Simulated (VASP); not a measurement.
# Y (P6_3/mmc) in VASP: notebook, part 2 of 2

VASP 6.6.1. The steps go on from the part before.

## 4. Single point, LDA

This run uses another cell than the first one, of 29.95 Å³/atom, 0.887 times its volume.

INCAR reads:

```
PREC = Accurate
ENCUT = 520
EDIFF = 1E-6
ISMEAR = 0
SIGMA = 0.1
LREAL = False
LASPH = True
NELM = 80
ALGO = Fast
ISIF = 2
LWAVE = False
LCHARG = True
GGA = CA
LELF = True
LVHAR = True
NBANDS = 18
```

KPOINTS reads:

```
Automatic mesh
0
Gamma
  12 12 6
```

POSCAR reads:

```
Y
1.0
    3.5482707538      0.0000000028      0.0000000000
   -1.7741353793      3.0728926109      0.0000000000
    0.0000000000      0.0000000000      5.4939439604
Y
2
Direct
    0.3333333333      0.6666666667      0.2500000000
    0.6666666667      0.3333333333      0.7500000000
```

On the command line:

```bash
cat potpaw_LDA.64/Y_sv/POTCAR > POTCAR
mpirun -np 1 vasp_std > vasp.out
```

It took 47 s on 1 thread of Intel Xeon 6975P-C (Granite Rapids), shared host; peak memory 0.21 GiB.

Results (log left out):

```yaml
Free_energy: -13.9031 eV
Pressure: -0.1 GPa
Band_gap_on_the_k_mesh: zero (band 11 reaches 4.66 eV, above the bottom of band 12 at 2.87 eV)
```

Levels at points of the mesh, in eV from the Fermi level:
```csv
k point,band 7,band 8,band 9,band 10,band 11,band 12,band 13,band 14,band 15,band 16
"(0.00, 0.00, 0.00)",-22.03,-21.97,-4.83,-2.03,1.35,1.72,1.72,2.19,2.42,2.42
"(0.50, 0.00, 0.00)",-22.19,-22.10,-1.75,-1.41,-0.97,0.05,1.38,1.58,2.26,5.35
"(0.00, 0.00, 0.50)",-22.09,-22.09,-3.25,-3.25,1.01,1.01,1.61,1.61,1.61,1.61
"(0.50, 0.00, 0.50)",-22.17,-22.17,-1.83,-1.83,0.03,0.03,1.67,1.67,2.86,2.86
```

## 5. Single point, LDA

This run uses another cell than the first one, of 30.08 Å³/atom, 0.891 times its volume.

INCAR reads:

```
PREC     = Accurate       # precision mode
ENCUT    = 520            # plane-wave cutoff, eV
EDIFF    = 1E-6           # SCF threshold, eV
ISMEAR   = -1             # smearing method
SIGMA    = 0.15           # smearing width, eV
LREAL    = False          # projectors in reciprocal space
LASPH    = True           # aspherical terms in the spheres
NELM     = 100            # most SCF steps
ALGO     = Fast           # electronic algorithm
ISIF     = 2              # what is computed and relaxed
LWAVE    = False          # write WAVECAR
LCHARG   = True           # write CHGCAR
GGA      = CA             # functional
LELF     = True           # ELF
LVHAR    = True         
NBANDS   = 18             # bands
```

KPOINTS is that of step 4.

POSCAR reads:

```
Y
1.0
    3.5382468526      0.0000000028      0.0000000000
   -1.7691234287      3.0642116579      0.0000000000
    0.0000000000      0.0000000000      5.5492546426
Y
2
Direct
    0.3333333333      0.6666666667      0.2500000000
    0.6666666667      0.3333333333      0.7500000000
```

Potentials or basis: VASP PAW LDA potentials, release 64 (Y_sv).

On the command line:

```bash
cat potpaw_LDA.64/Y_sv/POTCAR > POTCAR
mpirun -np 1 vasp_std > vasp.out
```

OUTCAR:

```text
PREC = Accurate
   ENCUT = 520
   EDIFF = 1E-6
   ISMEAR = -1
   LREAL = False
   LASPH = True
   NELM = 100
   ISIF = 2
   GGA = CA

 ion  position               nearest neighbor table
   1  0.333  0.667  0.250-   2 3.45   2 3.45   2 3.45   2 3.45   2 3.45   2 3.45
   2  0.667  0.333  0.750-   1 3.45   1 3.45   1 3.45   1 3.45   1 3.45   1 3.45

  LATTYP: Found a hexagonal cell.
 ALAT       =     3.5382468526
 C/A-ratio  =     1.5683627722

  Lattice vectors:

 A1 = (   3.5382468526,   0.0000000028,   0.0000000000)
 A2 = (  -1.7691234287,   3.0642116579,   0.0000000000)
 A3 = (   0.0000000000,   0.0000000000,   5.5492546426)

Analysis of symmetry for initial positions (statically):
=====================================================================
 Subroutine PRICEL returns:
 Original cell was already a primitive cell.

 Routine SETGRP: Setting up the symmetry group for a
 hexagonal supercell.

 Subroutine GETGRP returns: Found 24 space group operations
 (whereof 12 operations were pure point group operations)
 out of a pool of 24 trial point group operations.

The static configuration has the point symmetry D_3d.
 The point group associated with its full space group is D_6h.

Analysis of symmetry for dynamics (positions and initial velocities):
=====================================================================
 Subroutine PRICEL returns:
 Original cell was already a primitive cell.

 Routine SETGRP: Setting up the symmetry group for a
 hexagonal supercell.

 Subroutine GETGRP returns: Found 24 space group operations
 (whereof 12 operations were pure point group operations)
 out of a pool of 24 trial point group operations.

The dynamic configuration has the point symmetry D_3d.
 The point group associated with its full space group is D_6h.

[... 105 lines left out ...]
   ISYM   =      2    0-nonsym 1-usesym 2-fastsym
   POTIM  = 0.5000    time-step for ionic-motion
   TEBEG  =    0.0;   TEEND  =   0.0 temperature during run
   PSTRESS=    0.0 pullay stress
   NELECT =      22.0000    total number of electrons
   NUPDOWN=      -1.0000    fix difference up-down
   EMIN   =  10.00;   EMAX   =-10.00  energy-range for DOS
   EFERMI =   0.00;   METHOD = LEGACY
   ISMEAR =    -1;   SIGMA  =   0.15  broadening in eV -4-tet -1-fermi 0-gaus
   EFERMI_NEDOS =   21; number of points for ismear=-14 and -15
   IALGO  =     68    algorithm
   IMIX   =      4    mixing-type and parameters
     AMIX     =   0.40;   BMIX     =  1.00
     AMIX_MAG =   1.60;   BMIX_MAG =  1.00
  volume/ion in A,a.u.               =      30.08       203.01
  Fermi-wavevector in a.u.,A,eV,Ry     =   1.170672  2.212249 18.646414  1.370473
  Thomas-Fermi vector in A             =   2.307127
   LORBIT       =      0    0 simple, 1 ext, 2 COOP (PROOUT), +10 PAW based schemes
   GGA     = CA    functional components
   LHFCALC =     F    Hartree Fock is set to
   AEXX    =    0.0000 exact exchange contribution
   IVDW    =     0    specifies the selected vdW correction
   LEPSILON=     F    determine dielectric tensor
   LRPA    =     F    only Hartree local field effects (RPA)
 non-spin polarized calculation
 RMM-DIIS sequential band-by-band and
  energy-cutoff  :      520.00
  volume of cell :       60.16
 maximum number of plane-waves:      1643
 NGX is ok and might be reduce to    28
   NGX = 13   NGY = 13   NGZ = 21

 number of electron      22.0000000 magnetization

 Free energy of the ion-electron system (eV)
  ---------------------------------------------------
  ext. energy  EPLUGINS =         0.00000000
  ---------------------------------------------------
  free energy    TOTEN  =       -14.02075897 eV

  energy without entropy =      -13.78336038  energy(sigma->0) =      -13.90205967

 E-fermi :   3.2706     XC(G=0):  -9.9887

 val. band max:        3.2651735053   @ k =   0.1667   0.1667   0.0000
 cond. band min:       3.2764599313   @ k =   0.3333   0.2500   0.3333
 fundamental gap:      0.0112864259
 Fermi energy:         3.2706416512

 k-point     1 :       0.0000    0.0000    0.0000
  band No.  band energies     occupation
      1     -38.9763      2.00000
      2     -38.8661      2.00000
      3     -19.5075      2.00000
      4     -18.8534      2.00000
      5     -18.8534      2.00000
      6     -18.7339      2.00000
[... 481 lines left out ...]
      5     -19.1193      2.00000
      6     -18.9628      2.00000
[... 10 lines left out ...]
     17       7.4414      0.00000
     18       7.6150      0.00000

 [... further k-points ...]
[... 5 lines left out ...]
  --------------------------------------------------------------------------------------
  -------------------------------------------------------------------------------------
  Total       -0.0504559     -0.0504559     -0.0441747     -0.0000000      0.0000000     -0.0000000
  in kB       -1.3436334     -1.3436334     -1.1763666     -0.0000000      0.0000000     -0.0000000
  external PRESSURE =      -1.2878778 kB  Pullay stress =       0.0000000 kB

 VOLUME and BASIS-vectors are now :
 -----------------------------------------------------------------------------
  energy-cutoff  :      520.00
  volume of cell :       60.16
      direct lattice vectors                 reciprocal lattice vectors
     3.538246853  0.000000003  0.000000000     0.282625843  0.163174107  0.000000000
    -1.769123429  3.064211658  0.000000000    -0.000000000  0.326348213  0.000000000
     0.000000000  0.000000000  5.549254643     0.000000000  0.000000000  0.180204381

 POSITION                                       TOTAL-FORCE (eV/Angst)
 -----------------------------------------------------------------------------------
     -0.00000      2.04281      1.38731         0.000000      0.000000      0.000000
      1.76912      1.02140      4.16194        -0.000000     -0.000000      0.000000
 -----------------------------------------------------------------------------------
    total drift:                               -0.000000      0.000000     -0.000000

  FREE ENERGIE OF THE ION-ELECTRON SYSTEM (eV)
  ---------------------------------------------------
  free  energy   TOTEN  =       -14.0207589676 eV

  energy  without entropy=      -13.7833603765  energy(sigma->0) =      -13.90205967
```

OSZICAR:

```text
N       E                     dE             d eps       ncg     rms          rms(c)
DAV:   1     0.899539379060E+02    0.89954E+02   -0.11402E+04  2736   0.118E+03
DAV:   2    -0.680751233051E+01   -0.96761E+02   -0.95025E+02  3354   0.263E+02
DAV:   3    -0.141881709955E+02   -0.73807E+01   -0.72952E+01  4770   0.439E+01
DAV:   4    -0.143884848060E+02   -0.20031E+00   -0.20006E+00  3302   0.729E+00
DAV:   5    -0.143934912010E+02   -0.50064E-02   -0.50045E-02  4010   0.864E-01    0.350E+01
RMM:   6    -0.140799221380E+02    0.31357E+00   -0.35815E-01  2951   0.329E+00    0.217E+01
RMM:   7    -0.140321724593E+02    0.47750E-01   -0.84111E-01  3540   0.493E+00    0.177E+00
RMM:   8    -0.140184334569E+02    0.13739E-01   -0.12425E-01  3269   0.205E+00    0.835E-01
RMM:   9    -0.140205336045E+02   -0.21001E-02   -0.25087E-02  4323   0.658E-01    0.503E-01
RMM:  10    -0.140241181059E+02   -0.35845E-02   -0.12591E-02  4687   0.450E-01    0.230E+00
RMM:  11    -0.140206474343E+02    0.34707E-02   -0.62084E-03  3597   0.663E-01    0.159E-01
RMM:  12    -0.140207338156E+02   -0.86381E-04   -0.10286E-03  4308   0.221E-01    0.205E-01
RMM:  13    -0.140207626774E+02   -0.28862E-04   -0.28693E-04  4738   0.719E-02    0.160E-01
RMM:  14    -0.140207523025E+02    0.10375E-04   -0.12505E-04  4469   0.787E-02    0.336E-02
RMM:  15    -0.140207560681E+02   -0.37656E-05   -0.56093E-05  4604   0.299E-02    0.142E-02
RMM:  16    -0.140207583356E+02   -0.22675E-05   -0.20219E-05  3836   0.163E-02    0.632E-03
RMM:  17    -0.140207589676E+02   -0.63196E-06   -0.81137E-06  3266   0.107E-02
   1 F= -.14020759E+02 E0= -.13902060E+02  d E =-.237399E+00
```

stdout:

```text
POSCAR found type information on POSCAR Y
 POSCAR found :  1 types and       2 ions
 scaLAPACK will be used
 LDA part: xc-table for (Slater(with rela. corr.)+CA(PZ))
 , standard interpolation
 POSCAR, INCAR and KPOINTS ok, starting setup
 FFT: planning ... GRIDC
 FFT: planning ... GRID_SOFT
 FFT: planning ... GRID
 WAVECAR not read
 entering main loop
WARNING in EDDRMM: call to ZHEGV failed, returncode =   8  4     10
WARNING in EDDRMM: call to ZHEGV failed, returncode =   6  3     18
```

It took 48 s on 1 thread of Intel Xeon 6975P-C (Granite Rapids), shared host; peak memory 0.21 GiB.

Results:

```yaml
Free_energy: -14.0208 eV
Pressure: -0.1 GPa
Band_gap_on_the_k_mesh: zero (band 11 reaches 4.53 eV, above the bottom of band 12 at 2.87 eV)
```

Levels at points of the mesh, in eV from the Fermi level:
```csv
k point,band 8,band 9,band 10,band 11,band 12,band 13,band 14,band 15
"(0.00, 0.00, 0.00)",-21.97,-4.81,-2.01,1.26,1.77,1.77,2.10,2.44
"(0.50, 0.00, 0.00)",-22.08,-1.71,-1.37,-0.96,0.10,1.46,1.53,2.22
"(0.00, 0.00, 0.50)",-22.06,-3.25,-3.25,0.97,0.97,1.68,1.68,1.68
"(0.50, 0.00, 0.50)",-22.17,-1.80,-1.80,0.03,0.03,1.67,1.67,2.92
```

## 6. Relaxation of cell and atoms, LDA

This run uses another cell than the first one, of 29.95 Å³/atom, 0.887 times its volume.

INCAR reads:

```
  ALGO = Normal
  EDIFF = 1E-6
  EDIFFG = -0.002
  ENCUT = 600
  GGA = CA
  IBRION = 2
  ISIF = 3
  ISMEAR = 0
  LASPH = T
  LCHARG = F
  LREAL = F
  LWAVE = F
  NELM = 100
  NSW = 100
  PREC = Accurate
  SIGMA = 0.1
```

KPOINTS reads:

```
k-points
0
Gamma
  12 12 6
```

POSCAR reads:

```
Y
1.0
    3.5482707538      0.0000000028      0.0000000000
   -1.7741353793      3.0728926109      0.0000000000
    0.0000000000      0.0000000000      5.4939439604
Y
2
Direct
    0.3333333333      0.6666666667      0.2500000000
    0.6666666667      0.3333333333      0.7500000000
```

Potentials or basis: VASP PAW LDA potentials, release 64 (Y_sv).

On the command line:

```bash
cat potpaw_LDA.64/Y_sv/POTCAR > POTCAR
mpirun -np 1 vasp_std > vasp.out
```

OUTCAR:

```text
EDIFF = 1E-6
   EDIFFG = -0.002
   ENCUT = 600
   GGA = CA
   IBRION = 2
   ISIF = 3
   ISMEAR = 0
   LASPH = T
   LREAL = F
   NELM = 100
   NSW = 100
   PREC = Accurate

 ion  position               nearest neighbor table
   1  0.333  0.667  0.250-   2 3.43   2 3.43   2 3.43   2 3.43   2 3.43   2 3.43
   2  0.667  0.333  0.750-   1 3.43   1 3.43   1 3.43   1 3.43   1 3.43   1 3.43

  LATTYP: Found a hexagonal cell.
 ALAT       =     3.5482707538
 C/A-ratio  =     1.5483440644

  Lattice vectors:

 A1 = (   3.5482707538,   0.0000000028,   0.0000000000)
 A2 = (  -1.7741353793,   3.0728926109,   0.0000000000)
 A3 = (   0.0000000000,   0.0000000000,   5.4939439604)

Analysis of symmetry for initial positions (statically):
=====================================================================
 Subroutine PRICEL returns:
 Original cell was already a primitive cell.

 Routine SETGRP: Setting up the symmetry group for a
 hexagonal supercell.

 Subroutine GETGRP returns: Found 24 space group operations
 (whereof 12 operations were pure point group operations)
 out of a pool of 24 trial point group operations.

The static configuration has the point symmetry D_3d.
 The point group associated with its full space group is D_6h.

Analysis of symmetry for dynamics (positions and initial velocities):
=====================================================================
 Subroutine PRICEL returns:
 Original cell was already a primitive cell.

 Routine SETGRP: Setting up the symmetry group for a
 hexagonal supercell.

[... 152 lines left out ...]
  free energy    TOTEN  =       -13.90316499 eV

  energy without entropy =      -13.88551004  energy(sigma->0) =      -13.89433752

 E-fermi :   3.3110     XC(G=0): -10.0069

 val. band max:        3.3014843641   @ k =   0.2500   0.0000   0.0000
 cond. band min:       3.3119312385   @ k =   0.5000   0.0000   0.3333
 fundamental gap:      0.0104468744
 Fermi energy:         3.3110089889

 k-point     1 :       0.0000    0.0000    0.0000
  band No.  band energies     occupation
      1     -38.9566      2.00000
      2     -38.8391      2.00000
      3     -19.4967      2.00000
      4     -18.8441      2.00000
      5     -18.8441      2.00000
      6     -18.7151      2.00000
      7     -18.7151      2.00000
      8     -18.6554      2.00000
      9      -1.5179      2.00000
     10       1.2810      2.00000
     11       4.6632      0.00000
     12       5.0337      0.00000
     13       5.0337      0.00000
     14       5.4969      0.00000
[... 486 lines left out ...]
--------------------------------------- Ionic step        3  -------------------------------------------

 number of electron      22.0000000 magnetization

 Free energy of the ion-electron system (eV)
  ---------------------------------------------------
  ext. energy  EPLUGINS =         0.00000000
  ---------------------------------------------------
  free energy    TOTEN  =       -13.90324645 eV

  energy without entropy =      -13.88559968  energy(sigma->0) =      -13.89442306

 E-fermi :   3.3283     XC(G=0): -10.0198

 val. band max:        3.3227224112   @ k =   0.4167   0.0833   0.0000
 cond. band min:       3.3295341735   @ k =   0.5000   0.0000   0.3333
 fundamental gap:      0.0068117623
 Fermi energy:         3.3283486866

 k-point     1 :       0.0000    0.0000    0.0000
  band No.  band energies     occupation
      1     -38.9325      2.00000
      2     -38.8135      2.00000
      3     -19.4776      2.00000
      4     -18.8181      2.00000
      5     -18.8181      2.00000
      6     -18.6880      2.00000
      7     -18.6880      2.00000
      8     -18.6281      2.00000
      9      -1.5051      2.00000
     10       1.2922      2.00000
     11       4.6911      0.00000
     12       5.0532      0.00000
     13       5.0532      0.00000
     14       5.5167      0.00000
[... 444 lines left out ...]
  FREE ENERGIE OF THE ION-ELECTRON SYSTEM (eV)
  ---------------------------------------------------
  free  energy   TOTEN  =       -13.9032464527 eV

  energy  without entropy=      -13.8855996759  energy(sigma->0) =      -13.89442306

 reached required accuracy - stopping structural energy minimisation
```

It took 2.6 min on 1 thread of Oxide Virtual Turin-like, shared host; peak memory 0.19 GiB.

Results:

```yaml
Free_energy: -13.9032 eV
Relaxed_volume: 29.86 Å³/atom
Relaxed_cell: a = 3.544 Å, b = 3.544 Å, c = 5.489 Å, α = 90.00°, β = 90.00°, γ = 120.00°
Space_group_after_relaxing_to_0.05_Å: P6_3/mmc (No. 194)
Energy_gained_by_relaxing: 0.0 meV/atom
Ionic_steps: 3
Pressure_after_relaxing: 0.0 GPa
Band_gap_on_the_k_mesh: zero (band 11 reaches 4.69 eV, above the bottom of band 12 at 2.89 eV)
```

Final structure:
```
Y
1.0
     3.54431    0.00000    0.00000
    -1.77215    3.06946    0.00000
     0.00000    0.00000    5.48866
Y
2
Direct
  0.33333 0.66667 0.25000
  0.66667 0.33333 0.75000
```

Levels at points of the mesh, in eV from the Fermi level:
```csv
k point,band 7,band 8,band 9,band 10,band 11,band 12,band 13,band 14,band 15
"(0.00, 0.00, 0.00)",-22.02,-21.96,-4.83,-2.04,1.36,1.72,1.72,2.19,2.43
"(0.50, 0.00, 0.00)",-22.18,-22.09,-1.75,-1.42,-0.97,0.06,1.38,1.59,2.27
"(0.00, 0.00, 0.50)",-22.08,-22.08,-3.25,-3.25,1.01,1.01,1.62,1.62,1.62
"(0.50, 0.00, 0.50)",-22.16,-22.16,-1.83,-1.83,0.03,0.03,1.68,1.68,2.87
```

## 7. Overview

```tsv
task	cell	k mesh	cutoff (eV)	smearing	gap on the mesh (eV)	pressure (GPa)
single point	a = 3.643, b = 3.643, c = 5.879 Å, angles 90.0, 90.0, 120.0°, 2 atoms	6 × 6 × 4	520	gaussian 0.1 eV	none	-4.5
single point	a = 3.548, b = 3.548, c = 5.494 Å, angles 90.0, 90.0, 120.0°, 2 atoms	12 × 12 × 6	520	gaussian 0.1 eV	none	-0.1
single point	a = 3.538, b = 3.538, c = 5.549 Å, angles 90.0, 90.0, 120.0°, 2 atoms	12 × 12 × 6	520	fermi-dirac 0.15 eV	none	-0.1
relaxation of cell and atoms	relaxed from a = 3.548, b = 3.548, c = 5.494 Å, angles 90.0, 90.0, 120.0°, 2 atoms	12 × 12 × 6	600	gaussian 0.1 eV	none	0.0
```

Alike in all rows: level LDA; potentials or basis VASP PAW LDA potentials, release 64 (Y_sv); no spin polarisation.

Total energies depend on the potentials used, so only differences within one code and one set of settings carry meaning.
